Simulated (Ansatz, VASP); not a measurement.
Two plane-wave programs on Ta

```
Ta
1.0
     2.89415    0.00000    0.00000
    -1.44707    2.50641    0.00000
     0.00000    0.00000   10.15959
Ta
4
Direct
  0.00000 0.00000 0.00000
  0.00000 0.00000 0.50000
  0.33333 0.66667 0.25000
  0.66667 0.33333 0.75000
```

Alike in both runs: task single point; functional LDA; k mesh 14 × 14 × 4; occupations fermi-dirac, width 0.1 eV; no spin polarisation.

|  | VASP | Ansatz |
| --- | --- | --- |
| version | VASP 6.6.1 | Ansatz 0.2.0 |
| potentials or method | VASP PAW LDA potentials, release 64 (Ta_pv), cutoff 520 eV | plane waves (420 eV) with PAW, scalar-relativistic |
| valence electrons in the cell | 44 | 52 |

VASP gave:

```
pressure (GPa)                                                : -7.0
traceless stress, the component that is largest in VASP (GPa) : 0.00
```

Q: Estimate Ansatz's values.

A: Pressure (GPa): -7.6; traceless stress, the component that is largest in VASP (GPa): -0.12.

Ansatz warns that its potentials were made for another functional, while VASP's fit it. LDA's correlation is that of Perdew and Zunger in VASP and of Perdew and Wang (1992) in Ansatz. VASP's potentials hold 44 valence electrons a cell and Ansatz's 52, so a difference there can come from the potentials and not from the codes.

Neither program's run includes spin-orbit coupling.
